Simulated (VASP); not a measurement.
# P in VASP: notebook

P is run at these levels: PBEsol; tasks: single point.

Everything below comes from runs of VASP 6.6.1. Logs are shortened: lines on timing, memory, paths and dates and some standing lists are left out, and cuts for length are marked.

### Step 1. The cell of the first run

The cell holds a slab with vacuum, 4 atoms: a = 3.284 Å, b = 34.875 Å, c = 4.437 Å, α = 90.00°, β = 90.00°, γ = 90.00°.

### Step 2. Single point, PBEsol (atom 1 (P) moved +0.075 Å towards its neighbour atom 1 (P) at 3.284 Å)

Input file INCAR:

```
ALGO = Normal
EDIFF = 1E-6
ENCUT = 520
GGA = PS
ISIF = 2
ISMEAR = 0
LASPH = T
LCHARG = T
LELF = T
LREAL = F
LVHAR = T
LWAVE = F
NBANDS = 18
NELM = 100
PREC = Accurate
SIGMA = 0.05
```

Input file KPOINTS:

```
k-points
0
Gamma
  8 1 6
```

Input file POSCAR:

```
P
1.0
    3.2843671017      0.0000000000      0.0000000000
    0.0000000000     34.8747470704      0.0000000000
    0.0000000000      0.0000000000      4.4369100789
P
4
Direct
   -0.0228354498      0.9696876236      0.5826201292
    0.0000000000      0.0303123764      0.4173798708
    0.5000000000      0.0303123764      0.0826201292
    0.5000000000      0.9696876236      0.9173798708
```

Potentials or basis: VASP PAW PBE potentials, release 64 (P).

Started as:

```console
> cat potpaw_PBE.64/P/POTCAR > POTCAR
> mpirun -np 1 vasp_std > vasp.out
```

OUTCAR:

```text
EDIFF = 1E-6
   ENCUT = 520
   GGA = PS
   ISIF = 2
   ISMEAR = 0
   LASPH = T
   LREAL = F
   NELM = 100
   PREC = Accurate

 ion  position               nearest neighbor table
   1  0.977  0.970  0.583-   4 2.16   2 2.24   4 2.27
   2  0.000  0.030  0.417-   3 2.21   3 2.21   1 2.24
   3  0.500  0.030  0.083-   2 2.21   2 2.21   4 2.24
   4  0.500  0.970  0.917-   1 2.16   3 2.24   1 2.27

  LATTYP: Found a simple orthorhombic cell.
 ALAT       =     3.2843671017
 B/A-ratio  =     1.3509178303
 C/A-ratio  =    10.6184071361

  Lattice vectors:

 A1 = (  -3.2843671017,   0.0000000000,   0.0000000000)
 A2 = (   0.0000000000,   0.0000000000,   4.4369100789)
 A3 = (   0.0000000000,  34.8747470704,   0.0000000000)

Analysis of symmetry for initial positions (statically):
=====================================================================
 Subroutine PRICEL returns:
 Original cell was already a primitive cell.

 Routine SETGRP: Setting up the symmetry group for a
 simple orthorhombic supercell.

 Subroutine GETGRP returns: Found  1 space group operations
 (whereof  1 operations were pure point group operations)
 out of a pool of  8 trial point group operations.

The static configuration has the point symmetry C_1 .

Analysis of symmetry for dynamics (positions and initial velocities):
=====================================================================
 Subroutine PRICEL returns:
 Original cell was already a primitive cell.

 Routine SETGRP: Setting up the symmetry group for a
 simple orthorhombic supercell.

 Subroutine GETGRP returns: Found  1 space group operations
 (whereof  1 operations were pure point group operations)
 out of a pool of  8 trial point group operations.

The dynamic configuration has the point symmetry C_1 .

 Subroutine INISYM returns: Found  1 space group operations
 (whereof  1 operations are pure point group operations),
 and found     1 'primitive' translations

----------------------------------------------------------------------------------------

                                     Primitive cell

  volume of cell :     508.2102

  direct lattice vectors                    reciprocal lattice vectors
     3.284367102  0.000000000  0.000000000     0.304472664  0.000000000  0.000000000
     0.000000000 34.874747070  0.000000000     0.000000000  0.028674043  0.000000000
     0.000000000  0.000000000  4.436910079     0.000000000  0.000000000  0.225382075

[... 82 lines left out ...]
   LNONCOLLINEAR =      F non collinear calculations
   LSORBIT =      F    spin-orbit coupling
   LASPH  =      T    aspherical Exc in radial PAW
   ENCUT  =  520.0 eV  38.22 Ry    6.18 a.u.   6.11 64.84  8.25*2*pi/ulx,y,z
   NELM   =    100;   NELMIN=  2; NELMDL= -5     # of ELM steps
   EDIFF  = 0.1E-05   stopping-criterion for ELM
   LREAL  =      F    real-space projection
   EDIFFG = 0.1E-04   stopping-criterion for IOM
   NSW    =      0    number of steps for IOM
   IBRION =     -1    ionic relax: 0-MD 1-quasi-New 2-CG
   NFREE  =      0    steps in history (QN), initial steepest desc. (CG)
   ISIF   =      2    stress and relaxation
   ISYM   =      2    0-nonsym 1-usesym 2-fastsym
   POTIM  = 0.5000    time-step for ionic-motion
   TEBEG  =    0.0;   TEEND  =   0.0 temperature during run
   PSTRESS=    0.0 pullay stress
   NELECT =      20.0000    total number of electrons
   NUPDOWN=      -1.0000    fix difference up-down
   EMIN   =  10.00;   EMAX   =-10.00  energy-range for DOS
   EFERMI =   0.00;   METHOD = LEGACY
   ISMEAR =     0;   SIGMA  =   0.05  broadening in eV -4-tet -1-fermi 0-gaus
   EFERMI_NEDOS =   21; number of points for ismear=-14 and -15
   IALGO  =     38    algorithm
   IMIX   =      4    mixing-type and parameters
     AMIX     =   0.40;   BMIX     =  1.00
     AMIX_MAG =   1.60;   BMIX_MAG =  1.00
  volume/ion in A,a.u.               =     127.05       857.39
  Fermi-wavevector in a.u.,A,eV,Ry     =   0.556848  1.052291  4.218898  0.310080
  Thomas-Fermi vector in A             =   1.591191
   LORBIT       =      0    0 simple, 1 ext, 2 COOP (PROOUT), +10 PAW based schemes
   GGA     = PS    functional components
   LHFCALC =     F    Hartree Fock is set to
   AEXX    =    0.0000 exact exchange contribution
   IVDW    =     0    specifies the selected vdW correction
   LEPSILON=     F    determine dielectric tensor
   LRPA    =     F    only Hartree local field effects (RPA)
 non-spin polarized calculation
 Gauss-broadening in eV      SIGMA  =   0.05
  energy-cutoff  :      520.00
  volume of cell :      508.21
 maximum number of plane-waves:     13734
   NGX = 13   NGY =129   NGZ = 17

 number of electron      19.9999999 magnetization

 Free energy of the ion-electron system (eV)
  ---------------------------------------------------
  ext. energy  EPLUGINS =         0.00000000
  ---------------------------------------------------
  free energy    TOTEN  =       -22.80865032 eV

  energy without entropy =      -22.80865032  energy(sigma->0) =      -22.80865032

 E-fermi :  -3.0837     XC(G=0):  -1.8053

 val. band max:       -3.2917926182   @ k =   0.0000   0.0000   0.0000
 cond. band min:      -2.5832595649   @ k =   0.0000   0.0000   0.0000
 fundamental gap:      0.7085330533
 Fermi energy:        -3.0836912839

 k-point     1 :       0.0000    0.0000    0.0000
  band No.  band energies     occupation
      1     -18.5248      2.00000
      2     -15.8768      2.00000
      3     -12.3414      2.00000
      4      -9.1541      2.00000
      5      -8.1003      2.00000
      6      -7.8129      2.00000
[... 481 lines left out ...]
      5      -8.8988      2.00000
      6      -8.8162      2.00000
[... 10 lines left out ...]
     17       3.0253      0.00000
     18       3.1765      0.00000

 [... further k-points ...]
[... 5 lines left out ...]
  --------------------------------------------------------------------------------------
  -------------------------------------------------------------------------------------
  Total        0.0777365     -0.0949473      0.0776945     -0.3190929      0.0108844     -0.9755204
  in kB        0.2450711     -0.2993297      0.2449386     -1.0059683      0.0343140     -3.0754138
  external PRESSURE =       0.0635600 kB  Pullay stress =       0.0000000 kB

 VOLUME and BASIS-vectors are now :
 -----------------------------------------------------------------------------
  energy-cutoff  :      520.00
  volume of cell :      508.21
      direct lattice vectors                 reciprocal lattice vectors
     3.284367102  0.000000000  0.000000000     0.304472664  0.000000000  0.000000000
     0.000000000 34.874747070  0.000000000     0.000000000  0.028674043  0.000000000
     0.000000000  0.000000000  4.436910079     0.000000000  0.000000000  0.225382075

 POSITION                                       TOTAL-FORCE (eV/Angst)
 -----------------------------------------------------------------------------------
      3.20937     33.81761      2.58503         0.852680      0.017989     -0.079656
      0.00000      1.05714      1.85188        -0.082117     -0.021034     -0.008826
      1.64218      1.05714      0.36658        -0.068858     -0.017165      0.013982
      1.64218     33.81761      4.07033        -0.701705      0.020209      0.074501
 -----------------------------------------------------------------------------------
    total drift:                                0.000007      0.000004     -0.000006

  FREE ENERGIE OF THE ION-ELECTRON SYSTEM (eV)
  ---------------------------------------------------
  free  energy   TOTEN  =       -22.8086503242 eV

  energy  without entropy=      -22.8086503242  energy(sigma->0) =      -22.80865032
```

OSZICAR:

```text
N       E                     dE             d eps       ncg     rms          rms(c)
DAV:   1     0.138317568454E+03    0.13832E+03   -0.55863E+03   936   0.727E+02
DAV:   2    -0.546603351794E+01   -0.14378E+03   -0.13426E+03  1594   0.130E+02
DAV:   3    -0.226987114626E+02   -0.17233E+02   -0.17162E+02  1290   0.559E+01
[... 15 lines left out ...]
DAV:  19    -0.228086380192E+02   -0.16854E-04   -0.33911E-07  1020   0.171E-03    0.281E-03
DAV:  20    -0.228086451052E+02   -0.70860E-05   -0.17334E-07  1030   0.130E-03    0.843E-04
DAV:  21    -0.228086484796E+02   -0.33744E-05   -0.77030E-08   988   0.830E-04    0.924E-04
DAV:  22    -0.228086498551E+02   -0.13754E-05   -0.21321E-08   978   0.546E-04    0.169E-04
DAV:  23    -0.228086503242E+02   -0.46916E-06   -0.48169E-09   886   0.250E-04
   1 F= -.22808650E+02 E0= -.22808650E+02  d E =-.176309E-10
```

stdout:

```text
POSCAR found type information on POSCAR P
 POSCAR found :  1 types and       4 ions
 scaLAPACK will be used
 -----------------------------------------------------------------------------
|                                                                             |
|                                                                             |
|     You enforced a specific xc type in the INCAR file but a different       |
|     I HOPE YOU KNOW WHAT YOU ARE DOING!                                     |
|                                                                             |
 -----------------------------------------------------------------------------

 LDA part: xc-table for (Slater+PW92), standard interpolation
 POSCAR, INCAR and KPOINTS ok, starting setup
 FFT: planning ... GRIDC
 FFT: planning ... GRID_SOFT
 FFT: planning ... GRID
 WAVECAR not read
 entering main loop
```

It took 5.6 min on 1 thread of Intel Xeon Platinum 8488C (Sapphire Rapids), shared host; peak memory 0.58 GiB.

What came out:

```
Free energy            : -22.8087 eV
Largest force          : 0.857 eV/Å
Band gap on the k mesh : 0.71 eV
```

Forces in eV/Å, atoms in the order of the input:
```
P    0.853  0.018 -0.080
P   -0.082 -0.021 -0.009
P   -0.069 -0.017  0.014
P   -0.702  0.020  0.075
```

Caveat: the cell differs from its parent crystal (atom 1 (P) moved +0.075 Å towards its neighbour atom 1 (P) at 3.284 Å); there is no dipole correction, which matters where the two faces differ; semilocal functionals underestimate gaps, and a narrow one can read as zero; the PAW data sets were made with another functional, which shifts forces and pressure a little.

(Continued in part 2 of 2.)
